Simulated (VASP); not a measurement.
## GaAs: single point with r2SCAN

The system is GaAs.

```
Ga As
1.0
     0.00000    2.83309    2.83309
     2.71551    0.00000    2.83309
     2.71551    2.83309    0.00000
Ga As
1 1
Direct
  0.00000 0.00000 0.00000
  0.25000 0.25000 0.25000
```

This cell differs from its parent crystal: uniaxial x strain -4.2%.

```
Program                : VASP 6.6.1
Task                   : single point
Functional             : r2SCAN
Potentials or basis    : VASP PAW PBE potentials, release 64 (Ga_d, As)
Cutoff                 : 520 eV
k mesh                 : 8 × 8 × 8
Occupations            : gaussian, width 0.01 eV
Spin                   : no spin polarisation
Dipole correction      : no
Further INCAR settings : ALGO = Normal; EDIFF = 1e-06; NBANDS = 16
```

* Pressure: 3.5 GPa
* Band gap on the k mesh: 1.11 eV

Stress tensor (GPa, compression positive):
```
5.25 0.00 0.00
0.00 2.60 0.00
0.00 0.00 2.60
```

Levels at points of the mesh, in eV from the valence-band top:
```
           k point  band 7  band 8  band 9  band 10  band 11  band 12
(0.00, 0.00, 0.00)   -0.24   -0.24    0.00     1.11     3.81     3.94
(0.50, 0.00, 0.00)   -7.18   -1.58   -1.22     1.28     4.68     5.03
(0.50, 0.50, 0.00)   -7.42   -2.98   -2.95     1.63     1.92    10.77
(0.00, 0.50, 0.50)   -7.15   -3.27   -3.27     1.34     1.48    11.00
```

It took 2.3 min on 1 thread of AMD EPYC 9R45 96-Core Processor (Zen 5), on a shared host, peak memory 0.17 GiB.

Caveat: the cell differs from its parent crystal (uniaxial x strain -4.2%); the cell stands under pressure; the PAW data sets were made with another functional, which shifts forces and pressure a little. A k mesh can miss the band edges.
